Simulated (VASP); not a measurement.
YGe2Ru2, 5 atoms in the cell. It takes space group I4/mmm (No. 139, tetragonal). Conventional cell: a = 4.202 Å, b = 4.202 Å, c = 9.783 Å, α = 90.00°, β = 90.00°, γ = 90.00°. Within 4.3 Å of Y (site symmetry 4/mmm) lie 8 Ru at 3.22 Å and 10 Ge at 3.23 to 3.63 Å and 4 Y at 4.20 Å. Within 3.3 Å of Ru (site symmetry -4m2) lie 4 Ge at 2.41 Å and 4 Ru at 2.97 Å and 4 Y at 3.22 Å. Within 3.3 Å of Ge (site symmetry 4mm) lie 4 Ru at 2.41 Å and 1 Ge at 2.52 Å and 4 Y at 3.23 Å. 

* Program: VASP 6.6.1
* Task: single point
* Functional: r2SCAN
* Potentials or basis: VASP PAW PBE potentials, release 64 (Y_sv, Ru_pv, Ge_d)
* Cutoff: 520 eV
* k mesh: 7 × 7 × 7
* Occupations: gaussian, width 0.0175 eV
* Spin: no spin polarisation
* Dipole correction: no
* Further INCAR settings: ALGO = Normal; EDIFF = 1e-06; NBANDS = 42

Potentials or basis: VASP PAW PBE potentials, release 64 (Y_sv, Ru_pv, Ge_d).

Command:

```sh
$ cat potpaw_PBE.64/Y_sv/POTCAR potpaw_PBE.64/Ru_pv/POTCAR potpaw_PBE.64/Ge_d/POTCAR > POTCAR
$ cp INCAR.step1 INCAR
$ mpirun -np 1 vasp_std > vasp.out
$ cp INCAR.step2 INCAR
$ mpirun -np 1 vasp_std > vasp.out
```

Hardware: 1 thread of Intel(R) Xeon(R) Platinum 8488C (Sapphire Rapids), on a shared host.

Estimate the wall time of this run.

Wall time 8.3 min on 1 thread of Intel(R) Xeon(R) Platinum 8488C (Sapphire Rapids), on a shared host, peak memory 0.33 GiB. Counts: k points 40.
